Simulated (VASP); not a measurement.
Runs of VASP 6.6.1 on Ti. The structure is that of space group Fm-3m (No. 225), or close to it. The cells are those of the table. This isn't the form of Ti at room conditions, which is hcp.

| task | cell | gap on the mesh (eV) | pressure (GPa) |
| --- | --- | --- | --- |
| relaxation of cell and atoms | relaxed to 20 GPa from a = 2.920 Å, angles 60.0°, 1 atom | none | 20.0 |
| relaxation of cell and atoms | relaxed from a = 2.920 Å, angles 60.0°, 1 atom | none | 0.0 |
| single point | a = 2.681 Å, angles 60.0°, 1 atom | none | (a) |
| single point | a = 2.909 Å, angles 60.0°, 1 atom | none | 0.4 |
| relaxation of cell and atoms | relaxed to 60 GPa from a = 2.920 Å, angles 60.0°, 1 atom | none | 60.0 |
| single point | a = 2.775 Å, angles 60.0°, 1 atom | none | 20.6 |
| single point | a = 2.613 Å, angles 60.0°, 1 atom | none | 61.2 |
| relaxation of cell and atoms | relaxed to 40 GPa from a = 2.920 Å, angles 60.0°, 1 atom | none | 40.1 |

Alike in all rows: level r2SCAN; potentials or basis VASP PAW PBE potentials, release 64 (Ti_sv); no spin polarisation; k mesh 7 × 7 × 7; cutoff (eV) 550; smearing methfessel-paxton 0.05 eV.

Estimate the missing entries.

(a) 40.8.

Caveats: all runs use coarse meshes; the PAW data sets were made with another functional, which shifts forces and pressure a little; the cell is relaxed towards a set pressure, so the run minimises the enthalpy, not the energy (at least some runs).

A gap of «none» marks levels without a gap at the run's occupations.
